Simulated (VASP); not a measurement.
A run of VASP 6.6.1 is set up as follows.

Contents of INCAR:

```
SYSTEM = SnSe
  ALGO = Normal
  EDIFF = 1E-6
  EDIFFG = -0.005
  ENCUT = 600
  GGA = PE
  IBRION = 2
  ISIF = 3
  ISMEAR = -1
  LASPH = .TRUE.
  LCHARG = .FALSE.
  LREAL = .FALSE.
  LWAVE = .FALSE.
  NELM = 60
  NSW = 100
  PREC = Accurate
  SIGMA = 0.03
```

The input KPOINTS:

```
k-points
0
G
  12 12 12
  0 0 0
```

The input POSCAR:

```
SnSe
1.0
    3.0546685047      0.0000000000      0.0000000000
    0.0000000000      3.0546685047      0.0000000000
    0.0000000000      0.0000000000      3.0546685047
Sn Se
1 1
Direct
    0.0000000000      0.0000000000      0.0000000000
    0.5000000000      0.5000000000      0.5000000000
```

Potentials or basis: VASP PAW PBE potentials, release 64 (Sn_d, Se).

Launch:

```bash
$ cat potpaw_PBE.64/Sn_d/POTCAR potpaw_PBE.64/Se/POTCAR > POTCAR
$ mpirun -np 1 vasp_std > vasp.out
```

Estimate the space group after relaxing (to 0.05 Å).

Pm-3m (No. 221).

What does it give for the relaxed cell?

a = 3.679 Å, b = 3.679 Å, c = 3.679 Å, α = 90.00°, β = 90.00°, γ = 90.00°.

Step by step:
```
step  energy change (eV)  largest force (eV/Å)  pressure (GPa)  volume (Å³)
   1              0.0000                0.0000           99.97        28.50
   2             -2.4258                0.0000           -8.75        83.17
   3             -3.8591                0.0000           -0.13        49.93
   4             -3.8587                0.0000            0.37        49.42
   5             -3.8587                0.0000            0.40        49.42
   6             -3.8587                0.0000            0.35        49.43
   7             -3.8587                0.0000            0.37        49.43
   8             -3.8587                0.0000            0.37        49.43
   9             -3.8587                0.0000            0.37        49.43
  10             -3.8587                0.0000            0.37        49.43
  11             -3.8587                0.0000            0.37        49.43
  12             -3.8587                0.0000            0.38        49.43
  13             -3.8587                0.0000            0.39        49.43
  14             -3.8587                0.0000            0.35        49.44
  15             -3.8587                0.0000            0.34        49.45
  16             -3.8588                0.0000            0.32        49.47
  17             -3.8589                0.0000            0.28        49.51
  18             -3.8590                0.0000            0.23        49.59
  19             -3.8591                0.0000            0.08        49.75
  20             -3.8589                0.0000           -0.20        50.06
  21             -3.8591                0.0000           -0.07        49.84
  22             -3.8591                0.0000            0.03        49.80
```

Caveat: the volume moved by over 15 % at a fixed basis, so the end points are rough.
